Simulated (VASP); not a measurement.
A run of VASP 6.6.1 is set up as follows.

File INCAR:

```
  ALGO = Normal
  EDIFF = 1E-7
  ENCUT = 520
  ISIF = 2
  ISMEAR = 0
  LASPH = T
  LCHARG = T
  LELF = T
  LREAL = Auto
  LVHAR = T
  LWAVE = F
  NBANDS = 86
  NELM = 100
  PREC = Accurate
  SIGMA = 0.02
```

The input KPOINTS:

```
k-points
0
Gamma
  3 3 3
```

POSCAR

```
Si
1.0
   -5.4019422760     -5.4019422760      5.4019422760
    5.4019422760     -5.4019422760     -5.4019422760
    5.4019422760      5.4019422760      5.4019422760
Si
32
Direct
    0.2500000000      0.7500000000      0.7500000000
    0.0000000000      0.7500000000      0.0000000000
    0.5000000000      0.5000000000      0.7500000000
    0.2500000000      0.5000000000      0.0000000000
    0.0000000000      0.5000000000      0.2500000000
    0.7500000000      0.7500000000      0.2500000000
    0.5000000000      0.7500000000      0.5000000000
    0.0000000000      0.0000000000      0.7500000000
    0.7500000000      0.2500000000      0.7500000000
    0.5000000000      0.2500000000      0.0000000000
    0.2500000000      0.2500000000      0.2500000000
    0.0000000000      0.2500000000      0.5000000000
    0.7500000000      0.5000000000      0.5000000000
    0.7500000000      0.0000000000      0.0000000000
    0.5000000000      0.0000000000      0.2500000000
    0.2500000000      0.0000000000      0.5000000000
    0.2500000000      0.7500000000      0.5000000000
    0.0000000000      0.7500000000      0.7500000000
    0.5000000000      0.5000000000      0.5000000000
    0.2500000000      0.5000000000      0.7500000000
    0.0000000000      0.5000000000      0.0000000000
    0.7500000000      0.7500000000      0.0000000000
    0.5000000000      0.7500000000      0.2500000000
    0.0000000000      0.0000000000      0.5000000000
    0.7500000000      0.2500000000      0.5000000000
    0.5000000000      0.2500000000      0.7500000000
    0.2500000000      0.2500000000      0.0000000000
    0.0000000000      0.2500000000      0.2500000000
    0.7500000000      0.5000000000      0.2500000000
    0.7500000000      0.0000000000      0.7500000000
    0.5000000000      0.0000000000      0.0000000000
    0.2500000000      0.0000000000      0.2500000000
```

Potentials or basis: VASP PAW LDA potentials, release 64 (Si).

The run is started by

```sh
$ cat potpaw_LDA.64/Si/POTCAR > POTCAR
$ mpirun -np 1 vasp_std > vasp.out
```

(1) Estimate the band gap on the k mesh.

(2) What does it give for the pressure?

Answers

(1) 0.57 eV.

(2) 0.1 GPa.
